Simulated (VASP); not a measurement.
# C (P2_1/m) in VASP: notebook, part 2 of 2

VASP 6.6.1. The steps go on from the part before.

## 3. Single point, PBE (mode 4 frozen in at -0.427 Å and mode 5 at +0.142 Å (largest displacements))

The input, INCAR:

```
SYSTEM = C
PREC = Accurate
ENCUT = 520
EDIFF = 1E-6
ISMEAR = 0
SIGMA = 0.15
LREAL = .FALSE.
LASPH = .TRUE.
NELM = 100
ALGO = Normal
ISIF = 2
LWAVE = .FALSE.
LCHARG = .TRUE.
GGA = PE
LELF = .TRUE.
LVHAR = .TRUE.
NBANDS = 16
```

The input, KPOINTS:

```
regular mesh
0
G
  18 18 6
  0 0 0
```

The input, POSCAR:

```
C
1.0
    2.4665231295      0.0000000000      0.0000000000
   -1.2332615647      2.1360716891      0.0000000000
    0.0000000000      0.0000000000      8.5653080463
C
4
Direct
   -0.1398067164      0.0666163476      0.0025000000
    0.1398067164     -0.0666163476      0.5025000000
    0.1935239585      0.7332842810      0.0025000000
    0.8064760415      0.2667157190      0.5025000000
```

Potentials or basis: VASP PAW PBE potentials, release 64 (C).

On the command line:

```bash
$ cat potpaw_PBE.64/C/POTCAR > POTCAR
$ mpirun -np 1 vasp_std > vasp.out
```

OUTCAR:

```text
SYSTEM = C
   PREC = Accurate
   ENCUT = 520
   EDIFF = 1E-6
   ISMEAR = 0
   LREAL = .FALSE.
   LASPH = .TRUE.
   NELM = 100
   ISIF = 2
   GGA = PE

 ion  position               nearest neighbor table
   1  0.860  0.067  0.002-   3 1.42   3 1.42   3 1.42
   2  0.140  0.933  0.502-   4 1.42   4 1.42   4 1.42
   3  0.194  0.733  0.002-   1 1.42   1 1.42   1 1.42
   4  0.806  0.267  0.502-   2 1.42   2 1.42   2 1.42

  LATTYP: Found a hexagonal cell.
 ALAT       =     2.4665231295
 C/A-ratio  =     3.4726242555

  Lattice vectors:

 A1 = (   2.4665231295,   0.0000000000,   0.0000000000)
 A2 = (  -1.2332615647,   2.1360716891,   0.0000000000)
 A3 = (   0.0000000000,   0.0000000000,   8.5653080463)

Analysis of symmetry for initial positions (statically):
=====================================================================
 Subroutine PRICEL returns:
 Original cell was already a primitive cell.

 Routine SETGRP: Setting up the symmetry group for a
 hexagonal supercell.

[... 166 lines left out ...]
  ext. energy  EPLUGINS =         0.00000000
  ---------------------------------------------------
  free energy    TOTEN  =       -36.90418096 eV

  energy without entropy =      -36.90257858  energy(sigma->0) =      -36.90337977

 E-fermi :   2.7623     XC(G=0):  -8.6921

 val. band max:        2.7616166677   @ k =   0.3333   0.3333   0.5000
 cond. band min:       2.8114683904   @ k =   0.3333   0.3333   0.3333
 fundamental gap:      0.0498517226
 Fermi energy:         2.7622625077

 k-point     1 :       0.0000    0.0000    0.0000
  band No.  band energies     occupation
      1     -16.7699      2.00000
      2     -16.7357      2.00000
      3      -5.0783      2.00000
      4      -4.6097      2.00000
      5      -0.2822      2.00000
      6      -0.2818      2.00000
[... 433 lines left out ...]
      3      -9.6176      2.00000
      4      -9.6007      2.00000
      5      -3.5848      2.00000
      6      -3.5827      2.00000
[... 8 lines left out ...]
     15      15.0945      0.00000
     16      17.1220      0.00000

 [... further k-points ...]
[... 5 lines left out ...]
  --------------------------------------------------------------------------------------
  -------------------------------------------------------------------------------------
  Total        0.1523160      0.1526295      0.0065684     -0.0012361      0.0000000      0.0000000
  in kB        5.4076923      5.4188239      0.2332002     -0.0438866      0.0000000      0.0000000
  external PRESSURE =       3.6865721 kB  Pullay stress =       0.0000000 kB

 VOLUME and BASIS-vectors are now :
 -----------------------------------------------------------------------------
  energy-cutoff  :      520.00
  volume of cell :       45.13
      direct lattice vectors                 reciprocal lattice vectors
     2.466523130  0.000000000  0.000000000     0.405428998  0.234074541  0.000000000
    -1.233261565  2.136071689  0.000000000     0.000000000  0.468149082  0.000000000
     0.000000000  0.000000000  8.565308046     0.000000000  0.000000000  0.116750033

 POSITION                                       TOTAL-FORCE (eV/Angst)
 -----------------------------------------------------------------------------------
      2.03953      0.14230      0.02141         0.000258     -0.000446      0.000000
     -0.80627      1.99377      4.30407        -0.000258      0.000446      0.000000
     -0.42700      1.56635      0.02141         0.000829     -0.000765      0.000000
      1.66026      0.56972      4.30407        -0.000829      0.000765      0.000000
 -----------------------------------------------------------------------------------
    total drift:                                0.000000      0.000000     -0.000012

  FREE ENERGIE OF THE ION-ELECTRON SYSTEM (eV)
  ---------------------------------------------------
  free  energy   TOTEN  =       -36.9041809621 eV

  energy  without entropy=      -36.9025785767  energy(sigma->0) =      -36.90337977
```

OSZICAR:

```text
N       E                     dE             d eps       ncg     rms          rms(c)
DAV:   1     0.352577444299E+02    0.35258E+02   -0.71949E+03 21000   0.874E+02
DAV:   2    -0.362486198547E+02   -0.71506E+02   -0.65268E+02 28728   0.184E+02
DAV:   3    -0.393657369613E+02   -0.31171E+01   -0.30971E+01 29192   0.361E+01
DAV:   4    -0.393993508027E+02   -0.33614E-01   -0.33602E-01 26256   0.453E+00
DAV:   5    -0.393999855022E+02   -0.63470E-03   -0.63465E-03 28568   0.591E-01    0.892E+00
DAV:   6    -0.375390737238E+02    0.18609E+01   -0.13658E+00 25176   0.690E+00    0.523E+00
DAV:   7    -0.368908778201E+02    0.64820E+00   -0.17399E+00 26608   0.786E+00    0.142E+00
DAV:   8    -0.369043635111E+02   -0.13486E-01   -0.68024E-02 25496   0.150E+00    0.193E-01
DAV:   9    -0.369038526668E+02    0.51084E-03   -0.11487E-03 27776   0.229E-01    0.108E-01
DAV:  10    -0.369041747939E+02   -0.32213E-03   -0.99729E-04 24232   0.191E-01    0.607E-02
DAV:  11    -0.369041781027E+02   -0.33088E-05   -0.21061E-05 27736   0.298E-02    0.106E-02
DAV:  12    -0.369041809345E+02   -0.28319E-05   -0.23419E-06 24680   0.135E-02    0.173E-03
DAV:  13    -0.369041809621E+02   -0.27531E-07   -0.23262E-07 22360   0.324E-03
   1 F= -.36904181E+02 E0= -.36903380E+02  d E =-.160239E-02
```

stdout:

```text
POSCAR found type information on POSCAR C
 POSCAR found :  1 types and       4 ions
 scaLAPACK will be used
 LDA part: xc-table for (Slater+PW92), standard interpolation
 POSCAR, INCAR and KPOINTS ok, starting setup
 FFT: planning ... GRIDC
 FFT: planning ... GRID_SOFT
 FFT: planning ... GRID
 WAVECAR not read
 entering main loop
```

Run time: 4.7 min. Hardware: 1 thread of Intel Xeon Platinum 8259CL at 2.50GHz (Skylake/Cascade Lake), shared host; peak memory 0.42 GiB.

What came out:

* Free energy: -36.9042 eV
* Pressure: 0.4 GPa
* Band gap on the k mesh: zero (filled and empty bands touch)

Levels at points of the mesh, in eV from the Fermi level:
```tsv
k point	band 6	band 7	band 8	band 9	band 10	band 11
(0.00, 0.00, 0.00)	-3.04	-3.04	-3.04	3.07	6.34	8.30
(0.50, 0.00, 0.00)	-6.42	-2.49	-2.22	1.47	1.89	7.36
(0.00, 0.50, 0.00)	-6.42	-2.47	-2.25	1.51	1.86	7.35
(0.50, 0.50, 0.00)	-6.42	-2.46	-2.26	1.53	1.84	7.34
(0.00, 0.00, 0.50)	-3.04	-3.04	-3.04	4.32	4.32	8.30
(0.50, 0.00, 0.50)	-6.42	-2.36	-2.36	1.67	1.67	7.36
(0.00, 0.50, 0.50)	-6.42	-2.36	-2.36	1.67	1.67	7.36
(0.50, 0.50, 0.50)	-6.42	-2.36	-2.36	1.67	1.67	7.36
```

Caveat: the cell differs from its parent crystal (mode 4 frozen in at -0.427 Å and mode 5 at +0.142 Å (largest displacements)); this functional lacks dispersion, which binds the layers, so the pressure and a relaxed spacing across them are unreliable.
